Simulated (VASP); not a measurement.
# Al4N5 in VASP: a series of runs

The runs below take Al4N5 through single point, with PBE.

All numbers are computed with VASP 6.6.1; they aren't measurements. Logs are shortened: lines on timing, memory, paths and dates and some standing lists are left out, and cuts for length are marked.

## (1) The cell of the first run

The cell holds a slab with vacuum, 9 atoms: a = 3.130 Å, b = 3.130 Å, c = 23.562 Å, α = 90.00°, β = 90.00°, γ = 120.00°.

## (2) Single point, PBE, collinear spin

File INCAR:

```
SYSTEM = Al4N5
  PREC = Accurate
  ENCUT = 520
  EDIFF = 1E-6
  ISMEAR = 0
  SIGMA = 0.05
  LREAL = .FALSE.
  LASPH = .TRUE.
  NELM = 150
  ALGO = Normal
  ISIF = 2
  LWAVE = .FALSE.
  LCHARG = .FALSE.
  ISPIN = 2
  MAGMOM = 0 0 0 0 3 0 0 0 0
  LORBIT = 11
  LDIPOL = .TRUE.
  IDIPOL = 3
  DIPOL = 0.5 0.5 0.369
  GGA = PE
  NBANDS = 32
```

File KPOINTS:

```
Automatic mesh
0
G
  9 9 1
  0 0 0
```

File POSCAR:

```
Al4N5
1.0
    3.1297683446      0.0000000000      0.0000000000
   -1.5648841723      2.7104588944      0.0000000000
    0.0000000000      0.0000000000     23.5622383296
N Al
5 4
Direct
    0.3333333333      0.6666666667      0.1697631585
    0.6666666667      0.3333333333      0.2762323142
    0.3333333333      0.6666666667      0.3850947236
    0.6666666667      0.3333333333      0.4903953008
    0.3333333333      1.0000000000      0.5839280344
    0.6666666667      0.3333333333      0.1949871942
    0.3333333333      0.6666666667      0.3014563499
    0.6666666667      0.3333333333      0.4056970604
    0.3333333333      0.6666666667      0.5119309193
```

Potentials or basis: VASP PAW PBE potentials, release 64 (N, Al).

Command:

```bash
cat potpaw_PBE.64/N/POTCAR potpaw_PBE.64/Al/POTCAR > POTCAR
mpirun -np 1 vasp_std > vasp.out
```

OUTCAR:

```text
SYSTEM = Al4N5
   PREC = Accurate
   ENCUT = 520
   EDIFF = 1E-6
   ISMEAR = 0
   LREAL = .FALSE.
   LASPH = .TRUE.
   NELM = 150
   ISIF = 2
   ISPIN = 2
   LORBIT = 11
   GGA = PE

 ion  position               nearest neighbor table
   1  0.333  0.667  0.170-   6 1.90   6 1.90   6 1.90
   2  0.667  0.333  0.276-   7 1.90   7 1.90   7 1.90   6 1.91
   3  0.333  0.667  0.385-   8 1.87   8 1.87   8 1.87   7 1.97
   4  0.667  0.333  0.490-   9 1.88   9 1.88   9 1.88   8 2.00
   5  0.333  0.000  0.584-   9 1.99
   6  0.667  0.333  0.195-   1 1.90   1 1.90   1 1.90   2 1.91   7 3.09   7 3.09   7 3.09
   7  0.333  0.667  0.301-   2 1.90   2 1.90   2 1.90   3 1.97   8 3.05   8 3.05   8 3.05   6 3.09
                             6 3.09   6 3.09
   8  0.667  0.333  0.406-   3 1.87   3 1.87   3 1.87   4 2.00   7 3.05   7 3.05   7 3.05   9 3.09
                             9 3.09   9 3.09
   9  0.333  0.667  0.512-   4 1.88   4 1.88   4 1.88   5 1.99   8 3.09   8 3.09   8 3.09

  LATTYP: Found a hexagonal cell.
 ALAT       =     3.1297683446
 C/A-ratio  =     7.5284288597

  Lattice vectors:

 A1 = (   3.1297683446,   0.0000000000,   0.0000000000)
 A2 = (  -1.5648841723,   2.7104588944,   0.0000000000)
 A3 = (   0.0000000000,   0.0000000000,  23.5622383296)

Analysis of symmetry for initial positions (statically):
=====================================================================
 Subroutine PRICEL returns:
 Original cell was already a primitive cell.

 Routine SETGRP: Setting up the symmetry group for a
 hexagonal supercell.

 Subroutine GETGRP returns: Found  1 space group operations
 (whereof  1 operations were pure point group operations)
 out of a pool of 24 trial point group operations.

The static configuration has the point symmetry C_1 .

Analysis of symmetry for dynamics (positions and initial velocities):
=====================================================================
 Subroutine PRICEL returns:
 Original cell was already a primitive cell.

 Routine SETGRP: Setting up the symmetry group for a
 hexagonal supercell.

 Subroutine GETGRP returns: Found  1 space group operations
 (whereof  1 operations were pure point group operations)
 out of a pool of 24 trial point group operations.

The dynamic configuration has the point symmetry C_1 .

Analysis of structural, dynamic, and magnetic symmetry:
=====================================================================
 Subroutine PRICEL returns:
 Original cell was already a primitive cell.

 Routine SETGRP: Setting up the symmetry group for a
 hexagonal supercell.

 Subroutine GETGRP returns: Found  1 space group operations
 (whereof  1 operations were pure point group operations)
 out of a pool of 24 trial point group operations.

The overall configuration has the point symmetry C_1 .

 Subroutine INISYM returns: Found  1 space group operations
 (whereof  1 operations are pure point group operations),
 and found     1 'primitive' translations

----------------------------------------------------------------------------------------

                                     Primitive cell

  volume of cell :     199.8810

  direct lattice vectors                    reciprocal lattice vectors
     3.129768345  0.000000000  0.000000000     0.319512465  0.184470608  0.000000000
    -1.564884172  2.710458894  0.000000000     0.000000000  0.368941216  0.000000000
     0.000000000  0.000000000 23.562238330     0.000000000  0.000000000  0.042440790

  length of vectors
     3.129768345  3.129768345 23.562238330     0.368941216  0.368941216  0.042440790

  position of ions in fractional coordinates (direct lattice)
     0.333333333  0.666666667  0.169763158
     0.666666667  0.333333333  0.276232314
     0.333333333  0.666666667  0.385094724
     0.666666667  0.333333333  0.490395301
     0.333333333  0.000000000  0.583928034
     0.666666667  0.333333333  0.194987194
     0.333333333  0.666666667  0.301456350
     0.666666667  0.333333333  0.405697060
     0.333333333  0.666666667  0.511930919

  ion indices of the primitive-cell ions
   primitive index   ion index
                 1           1
                 2           2
                 3           3
                 4           4
                 5           5
[... 72 lines left out ...]
   LSORBIT =      F    spin-orbit coupling
   LASPH  =      T    aspherical Exc in radial PAW
   ENCUT  =  520.0 eV  38.22 Ry    6.18 a.u.   5.82  5.82 43.81*2*pi/ulx,y,z
   NELM   =    150;   NELMIN=  2; NELMDL= -5     # of ELM steps
   EDIFF  = 0.1E-05   stopping-criterion for ELM
   LREAL  =      F    real-space projection
   EDIFFG = 0.1E-04   stopping-criterion for IOM
   NSW    =      0    number of steps for IOM
   IBRION =     -1    ionic relax: 0-MD 1-quasi-New 2-CG
   NFREE  =      0    steps in history (QN), initial steepest desc. (CG)
   ISIF   =      2    stress and relaxation
   ISYM   =      2    0-nonsym 1-usesym 2-fastsym
   POTIM  = 0.5000    time-step for ionic-motion
   TEBEG  =    0.0;   TEEND  =   0.0 temperature during run
   PSTRESS=    0.0 pullay stress
   NELECT =      37.0000    total number of electrons
   NUPDOWN=      -1.0000    fix difference up-down
   EMIN   =  10.00;   EMAX   =-10.00  energy-range for DOS
   EFERMI =   0.00;   METHOD = LEGACY
   ISMEAR =     0;   SIGMA  =   0.05  broadening in eV -4-tet -1-fermi 0-gaus
   EFERMI_NEDOS =   21; number of points for ismear=-14 and -15
   IALGO  =     38    algorithm
   IMIX   =      4    mixing-type and parameters
     AMIX     =   0.40;   BMIX     =  1.00
     AMIX_MAG =   1.60;   BMIX_MAG =  1.00
  volume/ion in A,a.u.               =      22.21       149.87
  Fermi-wavevector in a.u.,A,eV,Ry     =   0.933007  1.763128 11.843899  0.870502
  Thomas-Fermi vector in A             =   2.059664
   LORBIT       =     11    0 simple, 1 ext, 2 COOP (PROOUT), +10 PAW based schemes
   GGA     = PE    functional components
   LHFCALC =     F    Hartree Fock is set to
   AEXX    =    0.0000 exact exchange contribution
   IVDW    =     0    specifies the selected vdW correction
   LEPSILON=     F    determine dielectric tensor
   LRPA    =     F    only Hartree local field effects (RPA)
 spin polarized calculation
 Gauss-broadening in eV      SIGMA  =   0.05
  energy-cutoff  :      520.00
  volume of cell :      199.88
 maximum number of plane-waves:      5411
   NGX = 11   NGY = 11   NGZ = 87

 dipolmoment           0.000000      0.000000      0.073930 electrons x Angstroem

 number of electron      37.0000000 magnetization       2.4312195

 dipolmoment           0.000000      0.000000     -0.022984 electrons x Angstroem

 Free energy of the ion-electron system (eV)
  ---------------------------------------------------
  ext. energy  EPLUGINS =         0.00000000
  ---------------------------------------------------
  free energy    TOTEN  =       -60.83032234 eV

  energy without entropy =      -60.82260613  energy(sigma->0) =      -60.82646423

 E-fermi :  -0.8623     XC(G=0):  -5.7409

 val. band max:       -0.8812217936   @ k =   0.4444   0.4444   0.0000
 cond. band min:      -0.8591013126   @ k =  -0.2222   0.4444   0.0000
 fundamental gap:      0.0221204810
 Fermi energy:        -0.8623328355

 spin component 1

 k-point     1 :       0.0000    0.0000    0.0000
  band No.  band energies     occupation
      1     -17.2006      1.00000
      2     -16.5052      1.00000
      3     -15.7720      1.00000
      4     -14.5784      1.00000
      5     -13.9888      1.00000
      6      -7.3755      1.00000
[... 781 lines left out ...]
     29       8.5660      0.00000
     30       8.8636      0.00000

 [... further k-points ...]

 spin component 2

 k-point     1 :       0.0000    0.0000    0.0000
  band No.  band energies     occupation
      1     -17.0807      1.00000
      2     -16.2376      1.00000
      3     -15.6420      1.00000
      4     -13.9406      1.00000
      5     -12.0251      1.00000
      6      -7.2141      1.00000
[... 781 lines left out ...]
     29       8.7308      0.00000
     30       9.0405      0.00000

 [... further k-points ...]

 [bands above 30 left out]

------------------------ aborting loop because EDIFF is reached ----------------------------------------

 vacuum level on the upper side and lower side of the slab       (xc-potential included)        -0.241         0.239

  FORCE on cell =-STRESS in cart. coord.  units (eV):
  Direction    XX          YY          ZZ          XY          YZ          ZX
  --------------------------------------------------------------------------------------
  -------------------------------------------------------------------------------------
  Total        0.4974964      0.7316650     -0.9190434      0.7648891     -0.6010209     -0.6553873
  in kB        3.9877598      5.8647741     -7.3667352      6.1310873     -4.8175760     -5.2533584
  external PRESSURE =       0.8285996 kB  Pullay stress =       0.0000000 kB

 VOLUME and BASIS-vectors are now :
 -----------------------------------------------------------------------------
  energy-cutoff  :      520.00
  volume of cell :      199.88
      direct lattice vectors                 reciprocal lattice vectors
     3.129768345  0.000000000  0.000000000     0.319512465  0.184470608  0.000000000
    -1.564884172  2.710458894  0.000000000     0.000000000  0.368941216  0.000000000
     0.000000000  0.000000000 23.562238330     0.000000000  0.000000000  0.042440790

 POSITION                                       TOTAL-FORCE (eV/Angst)
 -----------------------------------------------------------------------------------
     -0.00000      1.80697      4.00000        -0.001191     -0.000388      1.893243
      1.56488      0.90349      6.50865         0.001639     -0.000200      1.195822
     -0.00000      1.80697      9.07369         0.003945     -0.002341     -0.907741
      1.56488      0.90349     11.55481         0.209206      0.415144     -1.626137
      1.04326      0.00000     13.75865        -0.309537     -0.230162      0.073426
      1.56488      0.90349      4.59433         0.000190      0.000089     -2.275983
     -0.00000      1.80697      7.10299        -0.000039     -0.001110     -0.605886
      1.56488      0.90349      9.55913         0.004812      0.006698      1.044406
     -0.00000      1.80697     12.06224         0.090976     -0.187732      1.208851
 -----------------------------------------------------------------------------------
    total drift:                                0.000051      0.000400      0.000398

  FREE ENERGIE OF THE ION-ELECTRON SYSTEM (eV)
  ---------------------------------------------------
  free  energy   TOTEN  =       -60.8303223388 eV

  energy  without entropy=      -60.8226061304  energy(sigma->0) =      -60.82646423

 vacuum level on the upper side and lower side of the slab         6.223         6.713

 total charge

# of ion       s       p       d       tot
------------------------------------------
    1        1.256   2.440   0.000   3.696
    2        1.229   2.613   0.000   3.842
    3        1.225   2.635   0.000   3.861
    4        1.231   2.608   0.000   3.839
    5        1.336   2.063   0.000   3.399
    6        0.370   0.426   0.000   0.796
    7        0.362   0.424   0.000   0.786
    8        0.368   0.435   0.000   0.802
    9        0.366   0.420   0.000   0.786
--------------------------------------------------
tot          7.742  14.064   0.000  21.806

 magnetization (x)

# of ion       s       p       d       tot
------------------------------------------
    1        0.000   0.034   0.000   0.034
    2       -0.000   0.002   0.000   0.002
    3        0.001   0.012   0.000   0.013
    4        0.012   0.118   0.000   0.130
    5        0.042   1.421   0.000   1.463
    6       -0.001   0.002   0.000   0.001
    7        0.000   0.000   0.000   0.001
    8        0.003   0.007   0.000   0.010
    9       -0.004   0.001   0.000  -0.003
--------------------------------------------------
tot          0.053   1.598   0.000   1.651
```

Run time: 8.4 min. Hardware: 1 thread of Intel Xeon 6975P-C (Granite Rapids), shared host; peak memory 0.61 GiB.

What came out:

```yaml
Free_energy: -60.8303 eV
Largest_force: 2.276 eV/Å
Net_moment: 2.43 μB per cell
Site_moments: N +0.03, +0.00, +0.01, +0.13, +1.46; Al +0.00, +0.01, -0.00 (each value once) μB
Valence_electrons_inside_the_program's_atomic_spheres: N 3.70, 3.84, 3.86, 3.40 (each value once); Al 0.80, 0.79 (each value once)
```

Forces on the atoms (eV/Å):
```
N   -0.001  0.000  1.893
N    0.002  0.000  1.196
N    0.004 -0.002 -0.908
N    0.209  0.415 -1.626
N   -0.310 -0.230  0.073
Al   0.000  0.000 -2.276
Al   0.000 -0.001 -0.606
Al   0.005  0.007  1.044
Al   0.091 -0.188  1.209
```

## (3) Single point, PBE, collinear spin

File INCAR:

```
SYSTEM = Al4N5
ALGO     = Normal         ! electronic algorithm
DIPOL    = 0.5 0.5 0.368
EDIFF    = 1E-6           ! SCF threshold, eV
ENCUT    = 520            ! plane-wave cutoff, eV
GGA      = PE             ! functional
IDIPOL   = 3            
ISIF     = 2              ! what is computed and relaxed
ISMEAR   = 0              ! smearing method
ISPIN    = 2              ! spin polarisation
LASPH    = .True.         ! aspherical terms in the spheres
LCHARG   = .False.        ! write CHGCAR
LDIPOL   = .True.       
LORBIT   = 11             ! projections on sites
LREAL    = .False.        ! projectors in reciprocal space
LWAVE    = .False.        ! write WAVECAR
MAGMOM   = 0 0 0 0 3 0 0 0 0 ! initial moments
NBANDS   = 32             ! bands
NELM     = 150            ! most SCF steps
PREC     = Accurate       ! precision mode
SIGMA    = 0.05           ! smearing width, eV
```

File KPOINTS:

```
k-points
0
Gamma
  9 9 1
  0 0 0
```

POSCAR, as its differences from that of step 2:

```diff
@@ -12,3 +12,3 @@
     0.6666666667      0.3333333333      0.4903953008
-    0.3333333333      1.0000000000      0.5839280344
+    0.8333333333      1.0000000000      0.5750575264
     0.6666666667      0.3333333333      0.1949871942
```

Potentials or basis: VASP PAW PBE potentials, release 64 (N, Al).

Command:

```bash
cat potpaw_PBE.64/N/POTCAR potpaw_PBE.64/Al/POTCAR > POTCAR
mpirun -np 1 vasp_std > vasp.out
```

It took 38 min on 1 thread of Oxide Virtual Turin-like, shared host; peak memory 0.59 GiB.

The run converged. Its results:

```
Free energy                                           : -60.9708 eV
Largest force                                         : 2.232 eV/Å
Net moment                                            : 2.42 μB per cell
Site moments                                          : N +0.03, +0.00, +0.02, +0.18, +1.42; Al +0.00, +0.01, -0.01 (each value once) μB
Valence electrons inside the program's atomic spheres : N 3.69, 3.84, 3.86, 3.41 (each value once); Al 0.80, 0.79, 0.77 (each value once)
```

Forces in eV/Å, atoms in the order of the input:
```
N   -0.002  0.002  1.879
N    0.003 -0.002  1.095
N   -0.003  0.000 -1.036
N   -0.214  0.244 -2.079
N    0.186  0.089  0.047
Al  -0.001  0.001 -2.232
Al   0.000  0.000 -0.503
Al   0.021  0.000  1.167
Al   0.009 -0.334  1.662
```

Levels at points of the mesh, in eV from the Fermi level:
Spin up:
```csv
k point,band 16,band 17,band 18,band 19,band 20,band 21,band 22,band 23,band 24,band 25
"(0.00, 0.00, 0.00)",-0.77,-0.56,-0.31,0.04,0.04,3.71,5.10,5.45,6.48,6.61
```
Spin down:
| k point | band 13 | band 14 | band 15 | band 16 | band 17 | band 18 | band 19 | band 20 | band 21 | band 22 |
| --- | --- | --- | --- | --- | --- | --- | --- | --- | --- | --- |
| (0.00, 0.00, 0.00) | -1.40 | -1.39 | -0.54 | 0.13 | 0.13 | 0.83 | 1.63 | 2.87 | 3.85 | 5.23 |
